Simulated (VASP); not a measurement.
# HgTe (Coloradoite) (F-43m) in VASP: notebook, part 2 of 2

VASP 6.6.1. The steps go on from the part before.

## 5. Single point, PBEsol

This run uses another cell than the first one, of 34.50 Å³/atom, 1.039 times its volume.

Contents of INCAR:

```
SYSTEM = HgTe
PREC = Accurate
ENCUT = 520
EDIFF = 1E-6
ISMEAR = -1
SIGMA = 0.05
LREAL = .FALSE.
LASPH = .TRUE.
NELM = 100
ALGO = Normal
ISIF = 2
LWAVE = .FALSE.
LCHARG = .TRUE.
GGA = PS
LELF = .TRUE.
LVHAR = .TRUE.
NBANDS = 16
```

Contents of KPOINTS:

```
regular mesh
0
G
  7 7 7
  0 0 0
```

Contents of POSCAR:

```
HgTe
1.0
    0.0000000000      3.2555278362      3.2555278362
    3.2555278362      0.0000000000      3.2555278362
    3.2555278362      3.2555278362      0.0000000000
Hg Te
1 1
Direct
    0.0000000000      0.0000000000      0.0000000000
    0.7500000000      0.7500000000      0.7500000000
```

Potentials or basis: VASP PAW PBE potentials, release 64 (Hg, Te).

On the command line:

```
> cat potpaw_PBE.64/Hg/POTCAR potpaw_PBE.64/Te/POTCAR > POTCAR
> mpirun -np 1 vasp_std > vasp.out
```

OUTCAR:

```text
SYSTEM = HgTe
   PREC = Accurate
   ENCUT = 520
   EDIFF = 1E-6
   ISMEAR = -1
   LREAL = .FALSE.
   LASPH = .TRUE.
   NELM = 100
   ISIF = 2
   GGA = PS

 ion  position               nearest neighbor table
   1  0.000  0.000  0.000-   2 2.82   2 2.82   2 2.82   2 2.82
   2  0.750  0.750  0.750-   1 2.82   1 2.82   1 2.82   1 2.82

  LATTYP: Found a face centered cubic cell.
 ALAT       =     6.5110556724

  Lattice vectors:

 A1 = (   0.0000000000,   3.2555278362,   3.2555278362)
 A2 = (   3.2555278362,   0.0000000000,   3.2555278362)
 A3 = (   3.2555278362,   3.2555278362,   0.0000000000)

Analysis of symmetry for initial positions (statically):
=====================================================================
 Subroutine PRICEL returns:
 Original cell was already a primitive cell.

 Routine SETGRP: Setting up the symmetry group for a
 face centered cubic supercell.

 Subroutine GETGRP returns: Found 24 space group operations
 (whereof 24 operations were pure point group operations)
 out of a pool of 48 trial point group operations.

The static configuration has the point symmetry T_d .

Analysis of symmetry for dynamics (positions and initial velocities):
=====================================================================
 Subroutine PRICEL returns:
 Original cell was already a primitive cell.

 Routine SETGRP: Setting up the symmetry group for a
 face centered cubic supercell.

 Subroutine GETGRP returns: Found 24 space group operations
 (whereof 24 operations were pure point group operations)
 out of a pool of 48 trial point group operations.

The dynamic configuration has the point symmetry T_d .

 Subroutine INISYM returns: Found 24 space group operations
 (whereof 24 operations are pure point group operations),
 and found     1 'primitive' translations

----------------------------------------------------------------------------------------

                                     Primitive cell

  volume of cell :      69.0072

  direct lattice vectors                    reciprocal lattice vectors
     0.000000000  3.255527836  3.255527836    -0.153584925  0.153584925  0.153584925
     3.255527836  0.000000000  3.255527836     0.153584925 -0.153584925  0.153584925
     3.255527836  3.255527836  0.000000000     0.153584925  0.153584925 -0.153584925

  length of vectors
     4.604011619  4.604011619  4.604011619     0.266016894  0.266016894  0.266016894

  position of ions in fractional coordinates (direct lattice)
     0.000000000  0.000000000  0.000000000
     0.750000000  0.750000000  0.750000000

  ion indices of the primitive-cell ions
   primitive index   ion index
                 1           1
                 2           2

----------------------------------------------------------------------------------------

 KPOINTS: regular mesh

Automatic generation of k-mesh.
 Grid dimensions read from file:
 generate k-points for:    7    7    7

 Generating k-lattice:

  Cartesian coordinates                     Fractional coordinates (reciprocal lattice)
    -0.021940704  0.021940704  0.021940704     0.142857143  0.000000000  0.000000000
     0.021940704 -0.021940704  0.021940704     0.000000000  0.142857143  0.000000000
     0.021940704  0.021940704 -0.021940704     0.000000000  0.000000000  0.142857143

  Length of vectors
     0.038002413  0.038002413  0.038002413

  Shift w.r.t. Gamma in fractional coordinates (k-lattice)
     0.000000000  0.000000000  0.000000000

 Subroutine IBZKPT returns following result:
 ===========================================

 Found     20 irreducible k-points:

 Following reciprocal coordinates:
            Coordinates               Weight
  0.000000  0.000000  0.000000      1.000000
  0.142857  0.000000  0.000000      8.000000
  0.285714  0.000000  0.000000      8.000000
  0.428571  0.000000  0.000000      8.000000
  0.142857  0.142857  0.000000      6.000000
  0.285714  0.142857  0.000000     24.000000
[... 12 lines left out ...]
 -0.428571  0.428571  0.142857     24.000000
 -0.285714  0.428571  0.142857     24.000000
   k-points           NKPTS =     20   k-points in BZ     NKDIM =     20   number of bands    NBANDS=     16
   number of dos      NEDOS =    301   number of ions     NIONS =      2
   total plane-waves  NPLWV =  46656
   dimension x,y,z NGX =    36 NGY =   36 NGZ =   36
   dimension x,y,z NGXF=    72 NGYF=   72 NGZF=   72
   ions per type =               1   1
   NGX,Y,Z   is equivalent  to a cutoff of  13.00, 13.00, 13.00 a.u.
   NGXF,Y,Z  is equivalent  to a cutoff of  26.00, 26.00, 26.00 a.u.
 SYSTEM =  HgTe
   PREC   = accura    normal or accurate (medium, high low for compatibility)
   ISTART =      0    job   : 0-new  1-cont  2-samecut
   ICHARG =      2    charge: 1-file 2-atom 10-const
   ISPIN  =      1    spin polarized calculation?
   LNONCOLLINEAR =      F non collinear calculations
   LSORBIT =      F    spin-orbit coupling
   LASPH  =      T    aspherical Exc in radial PAW
   ENCUT  =  520.0 eV  38.22 Ry    6.18 a.u.   8.56  8.56  8.56*2*pi/ulx,y,z
   NELM   =    100;   NELMIN=  2; NELMDL= -5     # of ELM steps
   EDIFF  = 0.1E-05   stopping-criterion for ELM
   LREAL  =      F    real-space projection
   EDIFFG = 0.1E-04   stopping-criterion for IOM
   NSW    =      0    number of steps for IOM
   IBRION =     -1    ionic relax: 0-MD 1-quasi-New 2-CG
   NFREE  =      0    steps in history (QN), initial steepest desc. (CG)
   ISIF   =      2    stress and relaxation
   ISYM   =      2    0-nonsym 1-usesym 2-fastsym
   POTIM  = 0.5000    time-step for ionic-motion
   TEBEG  =    0.0;   TEEND  =   0.0 temperature during run
   PSTRESS=    0.0 pullay stress
   NELECT =      18.0000    total number of electrons
   NUPDOWN=      -1.0000    fix difference up-down
   EMIN   =  10.00;   EMAX   =-10.00  energy-range for DOS
   EFERMI =   0.00;   METHOD = LEGACY
   ISMEAR =    -1;   SIGMA  =   0.05  broadening in eV -4-tet -1-fermi 0-gaus
   EFERMI_NEDOS =   21; number of points for ismear=-14 and -15
   IALGO  =     38    algorithm
   IMIX   =      4    mixing-type and parameters
     AMIX     =   0.40;   BMIX     =  1.00
     AMIX_MAG =   1.60;   BMIX_MAG =  1.00
  volume/ion in A,a.u.               =      34.50       232.84
  Fermi-wavevector in a.u.,A,eV,Ry     =   1.046006  1.976665 14.886528  1.094129
  Thomas-Fermi vector in A             =   2.180826
   LORBIT       =      0    0 simple, 1 ext, 2 COOP (PROOUT), +10 PAW based schemes
   GGA     = PS    functional components
   LHFCALC =     F    Hartree Fock is set to
   AEXX    =    0.0000 exact exchange contribution
   IVDW    =     0    specifies the selected vdW correction
   LEPSILON=     F    determine dielectric tensor
   LRPA    =     F    only Hartree local field effects (RPA)
 non-spin polarized calculation
  energy-cutoff  :      520.00
  volume of cell :       69.01
 maximum number of plane-waves:      1875
 NGX is ok and might be reduce to    36
   NGX = 17   NGY = 17   NGZ = 17

 number of electron      18.0000002 magnetization

 Free energy of the ion-electron system (eV)
  ---------------------------------------------------
  ext. energy  EPLUGINS =         0.00000000
  ---------------------------------------------------
  free energy    TOTEN  =        -4.37213508 eV

  energy without entropy =       -4.37141168  energy(sigma->0) =       -4.37177338

 E-fermi :   2.7695     XC(G=0):  -8.8371

 val. band max:        2.7269521106   @ k =   0.0000   0.0000   0.0000
 cond. band min:       3.3826470185   @ k =   0.4286   0.0000   0.0000
 fundamental gap:      0.6556949079
 Fermi energy:         2.7695285454

 k-point     1 :       0.0000    0.0000    0.0000
  band No.  band energies     occupation
      1      -9.1415      2.00000
      2      -4.4950      2.00000
      3      -4.4950      2.00000
      4      -4.4950      2.00000
      5      -3.9857      2.00000
      6      -3.9857      2.00000
[... 8 lines left out ...]
     15      12.2317      0.00000
     16      12.2317      0.00000
[... 343 lines left out ...]
 k-point    20 :      -0.2857    0.4286    0.1429
  band No.  band energies     occupation
      1      -8.4136      2.00000
      2      -4.2941      2.00000
      3      -4.2447      2.00000
      4      -4.0505      2.00000
      5      -3.9967      2.00000
      6      -3.4626      2.00000
[... 8 lines left out ...]
     15      12.7055      0.00000
     16      14.3862      0.00000

------------------------ aborting loop because EDIFF is reached ----------------------------------------

  FORCE on cell =-STRESS in cart. coord.  units (eV):
  Direction    XX          YY          ZZ          XY          YZ          ZX
  --------------------------------------------------------------------------------------
  -------------------------------------------------------------------------------------
  Total        0.0466792      0.0466792      0.0466792      0.0000000     -0.0000000      0.0000000
  in kB        1.0837776      1.0837776      1.0837776      0.0000000     -0.0000000      0.0000000
  external PRESSURE =       1.0837776 kB  Pullay stress =       0.0000000 kB

 VOLUME and BASIS-vectors are now :
 -----------------------------------------------------------------------------
  energy-cutoff  :      520.00
  volume of cell :       69.01
      direct lattice vectors                 reciprocal lattice vectors
     0.000000000  3.255527836  3.255527836    -0.153584925  0.153584925  0.153584925
     3.255527836  0.000000000  3.255527836     0.153584925 -0.153584925  0.153584925
     3.255527836  3.255527836  0.000000000     0.153584925  0.153584925 -0.153584925

 POSITION                                       TOTAL-FORCE (eV/Angst)
 -----------------------------------------------------------------------------------
      0.00000      0.00000      0.00000         0.000000     -0.000000     -0.000000
      4.88329      4.88329      4.88329         0.000000      0.000000      0.000000
 -----------------------------------------------------------------------------------
    total drift:                                0.000000      0.000000      0.000000

  FREE ENERGIE OF THE ION-ELECTRON SYSTEM (eV)
  ---------------------------------------------------
  free  energy   TOTEN  =        -4.3721350836 eV

  energy  without entropy=       -4.3714116830  energy(sigma->0) =       -4.37177338
```

OSZICAR:

```text
N       E                     dE             d eps       ncg     rms          rms(c)
DAV:   1     0.103884424065E+03    0.10388E+03   -0.79903E+03   640   0.973E+02
DAV:   2    -0.880526956980E+00   -0.10476E+03   -0.98036E+02   704   0.226E+02
DAV:   3    -0.457237546457E+01   -0.36918E+01   -0.36816E+01   832   0.439E+01
DAV:   4    -0.460488581308E+01   -0.32510E-01   -0.32509E-01   888   0.373E+00
DAV:   5    -0.460499269006E+01   -0.10688E-03   -0.10688E-03   888   0.189E-01    0.730E+00
DAV:   6    -0.438444620791E+01    0.22055E+00   -0.43422E-01   712   0.898E+00    0.588E+00
DAV:   7    -0.437427897641E+01    0.10167E-01   -0.96403E-02   744   0.211E+00    0.222E+00
DAV:   8    -0.437236111468E+01    0.19179E-02   -0.97852E-03   728   0.113E+00    0.559E-01
DAV:   9    -0.437212000546E+01    0.24111E-03   -0.68055E-04   832   0.298E-01    0.109E-01
DAV:  10    -0.437212915807E+01   -0.91526E-05   -0.77721E-05   752   0.806E-02    0.489E-02
DAV:  11    -0.437213600809E+01   -0.68500E-05   -0.17906E-05   784   0.317E-02    0.233E-02
DAV:  12    -0.437213508356E+01    0.92452E-06   -0.28344E-06   712   0.129E-02
   1 F= -.43721351E+01 E0= -.43717734E+01  d E =-.723401E-03
```

stdout:

```text
POSCAR found type information on POSCAR HgTe
 POSCAR found :  2 types and       2 ions
 scaLAPACK will be used
 -----------------------------------------------------------------------------
|                                                                             |
|                                                                             |
|     You enforced a specific xc type in the INCAR file but a different       |
|     I HOPE YOU KNOW WHAT YOU ARE DOING!                                     |
|                                                                             |
 -----------------------------------------------------------------------------

 LDA part: xc-table for (Slater+PW92), standard interpolation
 POSCAR, INCAR and KPOINTS ok, starting setup
 FFT: planning ... GRIDC
 FFT: planning ... GRID_SOFT
 FFT: planning ... GRID
 WAVECAR not read
 entering main loop
```

Wall time 16 s (1 thread of AMD EPYC 9R45 (Zen 5), shared host); peak memory 0.18 GiB.

Results:

```yaml
Free_energy: -4.3721 eV
Pressure: 0.1 GPa
Band_gap_on_the_k_mesh: zero (filled and empty bands touch)
```

Levels at points of the mesh, in eV from the Fermi level:
```tsv
k point	band 6	band 7	band 8	band 9	band 10	band 11	band 12	band 13
(0.00, 0.00, 0.00)	-6.76	-0.90	-0.04	-0.04	-0.04	4.18	4.18	4.18
```

Caveat: the PAW data sets were made with another functional, which shifts forces and pressure a little; spin-orbit coupling is left out, which moves the levels of the heavy elements.

## 6. Single point, r2SCAN0

Contents of POSCAR:

```
HgTe
1.0
    0.0000000000      3.2145000000      3.2145000000
    3.2145000000      0.0000000000      3.2145000000
    3.2145000000      3.2145000000      0.0000000000
Hg Te
1 1
Direct
    0.0000000000      0.0000000000      0.0000000000
    0.7500000000      0.7500000000      0.7500000000
```

Contents of INCAR.step1:

```
  PREC = Accurate
  ENCUT = 520
  EDIFF = 1E-5
  ISMEAR = -1
  SIGMA = 0.05
  LREAL = F
  LASPH = T
  NELM = 60
  ALGO = Normal
  ISIF = 2
  LWAVE = T
  NBANDS = 16
  GGA = PE
```

Contents of INCAR.step2:

```
  PREC = Accurate
  ENCUT = 520
  EDIFF = 1E-6
  ISMEAR = -1
  SIGMA = 0.05
  LREAL = F
  LASPH = T
  NELM = 60
  ALGO = Normal
  ISIF = 2
  LWAVE = F
  LCHARG = T
  METAGGA = R2SCAN
  LHFCALC = T
  AEXX = 0.25
  LMIXTAU = T
  PRECFOCK = Normal
  LELF = T
  LVHAR = T
  NBANDS = 16
  ISTART = 1
```

Contents of KPOINTS:

```
Automatic mesh
0
Gamma
  4 4 4
```

Potentials or basis: VASP PAW PBE potentials, release 64 (Hg, Te).

On the command line:

```
> cat potpaw_PBE.64/Hg/POTCAR potpaw_PBE.64/Te/POTCAR > POTCAR
> cp INCAR.step1 INCAR
> mpirun -np 1 vasp_std > vasp.out
> cp INCAR.step2 INCAR
> mpirun -np 1 vasp_std > vasp.out
```

It took 16 min on 1 thread of AMD EPYC 7R13 (Zen 3), shared host; peak memory 0.2 GiB.

The run converged. Its results:

```
Free energy            : -59.3424 eV
Pressure               : 2.2 GPa
Band gap on the k mesh : 0.87 eV, direct
```

Levels at points of the mesh, in eV from the valence-band top:
```csv
k point,band 6,band 7,band 8,band 9,band 10,band 11,band 12,band 13
"(0.00, 0.00, 0.00)",-8.24,0.00,0.00,0.00,0.87,5.89,5.89,5.89
"(0.50, 0.00, 0.00)",-7.84,-6.20,-1.14,-1.14,2.23,6.75,6.75,8.57
"(0.50, 0.50, 0.00)",-7.66,-6.14,-2.62,-2.62,3.41,3.88,10.39,11.24
```

Caveat: the k points lie up to 0.42 Å⁻¹ apart; the PAW data sets were made with another functional, which shifts forces and pressure a little; spin-orbit coupling is left out, which moves the levels of the heavy elements.

## 7. Summary

```tsv
level	cell	k mesh	grid for exact exchange (PRECFOCK)	gap on the mesh (eV)	pressure (GPa)
BLYP	a = 4.546 Å, angles 60.0°, 2 atoms	7 × 7 × 7	-	none	8.2
PBE+D3(BJ)	a = 4.576 Å, angles 60.0°, 2 atoms	7 × 7 × 7	-	none	1.6
PBE+D3(BJ)	a = 4.606 Å, angles 60.0°, 2 atoms	7 × 7 × 7	-	none	0.7
PBEsol	a = 4.604 Å, angles 60.0°, 2 atoms	7 × 7 × 7	-	none	0.1
r2SCAN0	a = 4.546 Å, angles 60.0°, 2 atoms	4 × 4 × 4	Normal	0.87	2.2
```

Alike in all rows: task single point; potentials or basis VASP PAW PBE potentials, release 64 (Hg, Te); no spin polarisation; cutoff (eV) 520; smearing fermi-dirac 0.05 eV.

Caveats: some runs use coarse meshes; spin-orbit coupling is left out, which moves the levels of the heavy elements; the PAW data sets were made with another functional, which shifts forces and pressure a little (some runs); pairwise dispersion overbinds metals, which lowers pressure and volume (some runs).

Absolute energies hang on the potentials; compare differences alone.
